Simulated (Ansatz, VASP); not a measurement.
**One calculation of KTaO3, two programs**

```
Ta K O
1.0
     3.96153    0.00000    0.00000
     0.00000    3.96153    0.00000
     0.00000    0.00000    3.96153
Ta K O
1 1 3
Cartesian
  0.0000 0.0000 0.0000
  1.9808 1.9808 1.9808
  0.0000 0.0000 1.9808
  0.0000 1.9808 0.0000
  1.9808 0.0000 0.0000
```

Alike in both runs: task single point; functional r2SCAN; dispersion D4; k mesh 7 × 7 × 7; occupations fermi-dirac, width 0.05 eV; no spin polarisation.

|  | VASP | Ansatz |
| --- | --- | --- |
| version | VASP 6.6.1 | Ansatz 0.2.0 |
| potentials or method | VASP PAW PBE potentials, release 64 (Ta_pv, K_sv, O) | Ansatz PAW |
| plane-wave cutoff (eV) | 520 | 500 |
| valence electrons in the cell | 38 | 40 |

```csv
,VASP,Ansatz,Ansatz less VASP
gap on the k mesh at the Fermi level (eV),2.71,2.74,+0.032
least direct gap on the mesh (eV),3.29,3.31,+0.017
pressure (GPa),4.9,3.9,-1.03
```

VASP's potentials were made for PBE, not for r2SCAN. VASP's potentials hold 38 valence electrons a cell and Ansatz's 40, so a difference there can come from the potentials and not from the codes.

Spin-orbit coupling is off throughout. Noted on Ansatz's run: odd divisions of the mesh miss points on the zone boundary, where band edges often lie, so the gap on the mesh can be too wide.
